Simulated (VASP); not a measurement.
# Se (Fm-3m) in VASP: single point with PBEsol

Aim: the single point of Se with PBEsol.

All numbers are computed with VASP 6.6.1; they aren't measurements. Logs are shortened: lines on timing, memory, paths and dates and some standing lists are left out, and cuts for length are marked.

### 1 The cell of the first run

It takes space group Fm-3m (No. 225, cubic). Conventional cell: a = 5.912 Å, b = 5.912 Å, c = 5.912 Å, α = 90.00°, β = 90.00°, γ = 90.00°. Se (site symmetry m-3m) has 12 Se at 4.18 Å within 5.5 Å.

### 2 Single point, PBEsol

Contents of INCAR:

```
SYSTEM = Se
ALGO     = Normal         ! electronic algorithm
EDIFF    = 1E-6           ! SCF threshold, eV
ENCUT    = 520            ! plane-wave cutoff, eV
GGA      = PS             ! functional
ISIF     = 2              ! what is computed and relaxed
ISMEAR   = -1             ! smearing method
LASPH    = .TRUE.         ! aspherical terms in the spheres
LCHARG   = .FALSE.        ! write CHGCAR
LREAL    = .FALSE.        ! projectors in reciprocal space
LWAVE    = .FALSE.        ! write WAVECAR
NBANDS   = 9              ! bands
NELM     = 60             ! most SCF steps
PREC     = Accurate       ! precision mode
SIGMA    = 0.15           ! smearing width, eV
```

Contents of KPOINTS:

```
k-points
0
G
  6 6 6
  0 0 0
```

Contents of POSCAR:

```
Se
1.0
    0.0000000000      2.9560000000      2.9560000000
    2.9560000000      0.0000000000      2.9560000000
    2.9560000000      2.9560000000      0.0000000000
Se
1
Direct
    0.5000000000      0.5000000000      0.5000000000
```

Potentials or basis: VASP PAW PBE potentials, release 64 (Se).

Started as:

```bash
> cat potpaw_PBE.64/Se/POTCAR > POTCAR
> mpirun -np 1 vasp_std > vasp.out
```

OUTCAR:

```text
SYSTEM = Se
   EDIFF = 1E-6
   ENCUT = 520
   GGA = PS
   ISIF = 2
   ISMEAR = -1
   LASPH = .TRUE.
   LREAL = .FALSE.
   NELM = 60
   PREC = Accurate

 ion  position               nearest neighbor table
   1  0.500  0.500  0.500-

  LATTYP: Found a face centered cubic cell.
 ALAT       =     5.9120000000

  Lattice vectors:

 A1 = (   0.0000000000,   2.9560000000,   2.9560000000)
 A2 = (   2.9560000000,   0.0000000000,   2.9560000000)
 A3 = (   2.9560000000,   2.9560000000,   0.0000000000)

Analysis of symmetry for initial positions (statically):
=====================================================================
 Subroutine PRICEL returns:
 Original cell was already a primitive cell.

 Routine SETGRP: Setting up the symmetry group for a
 face centered cubic supercell.

 Subroutine GETGRP returns: Found 48 space group operations
[... 9 lines left out ...]

 Routine SETGRP: Setting up the symmetry group for a
 face centered cubic supercell.

 Subroutine GETGRP returns: Found 48 space group operations
[... 11 lines left out ...]
                                     Primitive cell

  volume of cell :      51.6587

  direct lattice vectors                    reciprocal lattice vectors
     0.000000000  2.956000000  2.956000000    -0.169147497  0.169147497  0.169147497
     2.956000000  0.000000000  2.956000000     0.169147497 -0.169147497  0.169147497
     2.956000000  2.956000000  0.000000000     0.169147497  0.169147497 -0.169147497

  length of vectors
     4.180415290  4.180415290  4.180415290     0.292972058  0.292972058  0.292972058

  position of ions in fractional coordinates (direct lattice)
     0.500000000  0.500000000  0.500000000

  ion indices of the primitive-cell ions
   primitive index   ion index
                 1           1

----------------------------------------------------------------------------------------

 KPOINTS: k-points

Automatic generation of k-mesh.
 Grid dimensions read from file:
 generate k-points for:    6    6    6

 Generating k-lattice:

  Cartesian coordinates                     Fractional coordinates (reciprocal lattice)
    -0.028191249  0.028191249  0.028191249     0.166666667  0.000000000  0.000000000
     0.028191249 -0.028191249  0.028191249     0.000000000  0.166666667  0.000000000
     0.028191249  0.028191249 -0.028191249     0.000000000  0.000000000  0.166666667

  Length of vectors
     0.048828676  0.048828676  0.048828676

  Shift w.r.t. Gamma in fractional coordinates (k-lattice)
     0.000000000  0.000000000  0.000000000

 Subroutine IBZKPT returns following result:
 ===========================================

 Found     16 irreducible k-points:

 Following reciprocal coordinates:
            Coordinates               Weight
  0.000000  0.000000  0.000000      1.000000
  0.166667  0.000000  0.000000      8.000000
  0.333333  0.000000  0.000000      8.000000
  0.500000  0.000000  0.000000      4.000000
  0.166667  0.166667  0.000000      6.000000
  0.333333  0.166667  0.000000     24.000000
[... 8 lines left out ...]
 -0.333333  0.333333  0.166667     24.000000
 -0.333333  0.500000  0.166667     12.000000
   k-points           NKPTS =     16   k-points in BZ     NKDIM =     16   number of bands    NBANDS=      9
   number of dos      NEDOS =    301   number of ions     NIONS =      1
   total plane-waves  NPLWV =  32768
   dimension x,y,z NGX =    32 NGY =   32 NGZ =   32
   dimension x,y,z NGXF=    64 NGYF=   64 NGZF=   64
   ions per type =               1
   NGX,Y,Z   is equivalent  to a cutoff of  12.73, 12.73, 12.73 a.u.
   NGXF,Y,Z  is equivalent  to a cutoff of  25.45, 25.45, 25.45 a.u.
 SYSTEM =  Se
   PREC   = accura    normal or accurate (medium, high low for compatibility)
   ISTART =      0    job   : 0-new  1-cont  2-samecut
   ICHARG =      2    charge: 1-file 2-atom 10-const
   ISPIN  =      1    spin polarized calculation?
   LNONCOLLINEAR =      F non collinear calculations
   LSORBIT =      F    spin-orbit coupling
   LASPH  =      T    aspherical Exc in radial PAW
   ENCUT  =  520.0 eV  38.22 Ry    6.18 a.u.   7.77  7.77  7.77*2*pi/ulx,y,z
   NELM   =     60;   NELMIN=  2; NELMDL= -5     # of ELM steps
   EDIFF  = 0.1E-05   stopping-criterion for ELM
   LREAL  =      F    real-space projection
   EDIFFG = 0.1E-04   stopping-criterion for IOM
   NSW    =      0    number of steps for IOM
   IBRION =     -1    ionic relax: 0-MD 1-quasi-New 2-CG
   NFREE  =      0    steps in history (QN), initial steepest desc. (CG)
   ISIF   =      2    stress and relaxation
   ISYM   =      2    0-nonsym 1-usesym 2-fastsym
   POTIM  = 0.5000    time-step for ionic-motion
   TEBEG  =    0.0;   TEEND  =   0.0 temperature during run
   PSTRESS=    0.0 pullay stress
   NELECT =       6.0000    total number of electrons
   NUPDOWN=      -1.0000    fix difference up-down
   EMIN   =  10.00;   EMAX   =-10.00  energy-range for DOS
   EFERMI =   0.00;   METHOD = LEGACY
   ISMEAR =    -1;   SIGMA  =   0.15  broadening in eV -4-tet -1-fermi 0-gaus
   EFERMI_NEDOS =   21; number of points for ismear=-14 and -15
   IALGO  =     38    algorithm
   IMIX   =      4    mixing-type and parameters
     AMIX     =   0.40;   BMIX     =  1.00
     AMIX_MAG =   1.60;   BMIX_MAG =  1.00
  volume/ion in A,a.u.               =      51.66       348.61
  Fermi-wavevector in a.u.,A,eV,Ry     =   0.798750  1.509418  8.680536  0.638001
  Thomas-Fermi vector in A             =   1.905721
   LORBIT       =      0    0 simple, 1 ext, 2 COOP (PROOUT), +10 PAW based schemes
   GGA     = PS    functional components
   LHFCALC =     F    Hartree Fock is set to
   AEXX    =    0.0000 exact exchange contribution
   IVDW    =     0    specifies the selected vdW correction
   LEPSILON=     F    determine dielectric tensor
   LRPA    =     F    only Hartree local field effects (RPA)
 non-spin polarized calculation
  energy-cutoff  :      520.00
  volume of cell :       51.66
 maximum number of plane-waves:      1411
   NGX = 15   NGY = 15   NGZ = 15

 number of electron       5.9999999 magnetization

 Free energy of the ion-electron system (eV)
  ---------------------------------------------------
  ext. energy  EPLUGINS =         0.00000000
  ---------------------------------------------------
  free energy    TOTEN  =        -1.41136037 eV

  energy without entropy =       -1.13974884  energy(sigma->0) =       -1.27555460

 E-fermi :  -2.2551     XC(G=0):  -6.8278

 val. band max:       -2.2813977806   @ k =   0.3333   0.3333   0.0000
 cond. band min:      -2.1834215698   @ k =   0.5000   0.3333   0.1667
 fundamental gap:      0.0979762107
 Fermi energy:        -2.2551055939

 k-point     1 :       0.0000    0.0000    0.0000
  band No.  band energies     occupation
      1     -13.8524      2.00000
      2      -1.6948      0.04662
      3      -1.6948      0.04662
      4      -1.6948      0.04662
      5       2.8739      0.00000
      6       8.3092      0.00000
      7       8.3092      0.00000
      8       8.3092      0.00000
      9      10.9312      0.00000

 k-point     2 :       0.1667    0.0000    0.0000
  band No.  band energies     occupation
      1     -13.7708      2.00000
      2      -2.4185      1.49654
      3      -1.7615      0.07177
      4      -1.7615      0.07177
      5       3.7298      0.00000
      6       7.4915      0.00000
      7       8.5476      0.00000
      8       8.5476      0.00000
      9      10.2933      0.00000

 k-point     3 :       0.3333    0.0000    0.0000
  band No.  band energies     occupation
      1     -13.5977      2.00000
      2      -3.4902      1.99947
      3      -1.8870      0.15829
      4      -1.8870      0.15829
      5       4.6086      0.00000
      6       7.5332      0.00000
      7       8.2032      0.00000
      8       8.2032      0.00000
      9      10.8977      0.00000

 k-point     4 :       0.5000    0.0000    0.0000
  band No.  band energies     occupation
      1     -13.5056      2.00000
      2      -3.9363      1.99997
      3      -1.9463      0.22634
      4      -1.9463      0.22634
      5       4.6447      0.00000
      6       7.9042      0.00000
      7       7.9042      0.00000
      8       8.1092      0.00000
      9      11.0448      0.00000

 k-point     5 :       0.1667    0.1667    0.0000
  band No.  band energies     occupation
      1     -13.7437      2.00000
      2      -2.4059      1.46415
      3      -1.9041      0.17576
      4      -1.9041      0.17576
      5       4.0215      0.00000
      6       7.0109      0.00000
      7       8.7412      0.00000
      8       8.9277      0.00000
      9       8.9277      0.00000

 k-point     6 :       0.3333    0.1667    0.0000
  band No.  band energies     occupation
      1     -13.6007      2.00000
      2      -3.1909      1.99610
      3      -2.0963      0.51514
      4      -2.0620      0.43249
      5       4.9821      0.00000
      6       6.6450      0.00000
      7       7.5479      0.00000
      8       9.0801      0.00000
      9      10.2630      0.00000
[... 73 lines left out ...]
 k-point    13 :       0.5000    0.5000    0.0000
  band No.  band energies     occupation
      1     -13.3939      2.00000
      2      -3.7256      1.99989
      3      -2.4533      1.57886
      4      -2.4533      1.57886
      5       4.2149      0.00000
      6       5.3016      0.00000
      7       9.6733      0.00000
      8      12.4250      0.00000
      9      12.4250      0.00000

 k-point    14 :       0.5000    0.3333    0.1667
  band No.  band energies     occupation
      1     -13.4820      2.00000
      2      -3.4226      1.99917
      3      -2.6328      1.85078
      4      -2.1834      0.76550
      5       5.6341      0.00000
      6       6.5445      0.00000
      7       6.9623      0.00000
      8       9.6429      0.00000
      9      10.7373      0.00000

 k-point    15 :      -0.3333    0.3333    0.1667
  band No.  band energies     occupation
      1     -13.4204      2.00000
      2      -3.4662      1.99938
      3      -2.9082      1.97462
      4      -2.3188      1.20928
      5       5.8282      0.00000
      6       6.4291      0.00000
      7       7.6265      0.00000
      8       9.1056      0.00000
      9      11.3962      0.00000

 k-point    16 :      -0.3333    0.5000    0.1667
  band No.  band energies     occupation
      1     -13.3918      2.00000
      2      -3.4623      1.99936
      3      -2.8387      1.95995
      4      -2.5564      1.76337
      5       5.0968      0.00000
      6       6.2732      0.00000
      7       8.3679      0.00000
      8       9.3459      0.00000
      9      12.8055      0.00000

------------------------ aborting loop because EDIFF is reached ----------------------------------------

  FORCE on cell =-STRESS in cart. coord.  units (eV):
  Direction    XX          YY          ZZ          XY          YZ          ZX
  --------------------------------------------------------------------------------------
  -------------------------------------------------------------------------------------
  Total       -1.8563606     -1.8563606     -1.8563606     -0.0000000     -0.0000000     -0.0000000
  in kB      -57.5744305    -57.5744305    -57.5744305     -0.0000000     -0.0000000     -0.0000000
  external PRESSURE =     -57.5744305 kB  Pullay stress =       0.0000000 kB

 VOLUME and BASIS-vectors are now :
 -----------------------------------------------------------------------------
  energy-cutoff  :      520.00
  volume of cell :       51.66
      direct lattice vectors                 reciprocal lattice vectors
     0.000000000  2.956000000  2.956000000    -0.169147497  0.169147497  0.169147497
     2.956000000  0.000000000  2.956000000     0.169147497 -0.169147497  0.169147497
     2.956000000  2.956000000  0.000000000     0.169147497  0.169147497 -0.169147497

 POSITION                                       TOTAL-FORCE (eV/Angst)
 -----------------------------------------------------------------------------------
      2.95600      2.95600      2.95600        -0.000000     -0.000000     -0.000000
 -----------------------------------------------------------------------------------
    total drift:                               -0.000000     -0.000000      0.000000

  FREE ENERGIE OF THE ION-ELECTRON SYSTEM (eV)
  ---------------------------------------------------
  free  energy   TOTEN  =        -1.4113603714 eV

  energy  without entropy=       -1.1397488358  energy(sigma->0) =       -1.27555460
```

Run time: 4.4 s. Hardware: 1 thread of Intel Xeon Platinum 8559C (Emerald Rapids), shared host; peak memory 0.17 GiB.

What came out:

```yaml
Free_energy: -1.4114 eV
Pressure: -5.8 GPa
Band_gap_on_the_k_mesh: zero (band 3 reaches -1.69 eV, above the bottom of band 4 at -2.56 eV)
```

Caveat: the PAW data sets were made with another functional, which shifts forces and pressure a little.
